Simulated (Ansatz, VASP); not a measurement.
# SrO: VASP beside Ansatz

```xyz
2
Lattice="0.0000 2.4465 2.4465 2.4465 0.0000 2.4465 2.4465 2.4465 0.0000" Properties=species:S:1:pos:R:3 pbc="T T T"
Sr    0.0000    0.0000    0.0000
O     2.4465    2.4465    2.4465
```

Alike in both runs: task single point; functional PBE; k mesh 4 × 4 × 4; no spin polarisation.

|  | VASP | Ansatz |
| --- | --- | --- |
| version | VASP 6.6.1 | Ansatz 0.2.0-dev |
| potentials or method | VASP PAW PBE potentials, release 64 (Sr_sv, O), cutoff 600 eV | hard PAW set made for 700 eV |
| occupations | gaussian, width 0.01 eV | fixed |

|  | VASP | Ansatz | Ansatz less VASP |
| --- | --- | --- | --- |
| gap on the k mesh at the Fermi level (eV) | 3.07 | 3.11 | +0.048 |

The k mesh is coarse, so the values compare programs but aren't converged.
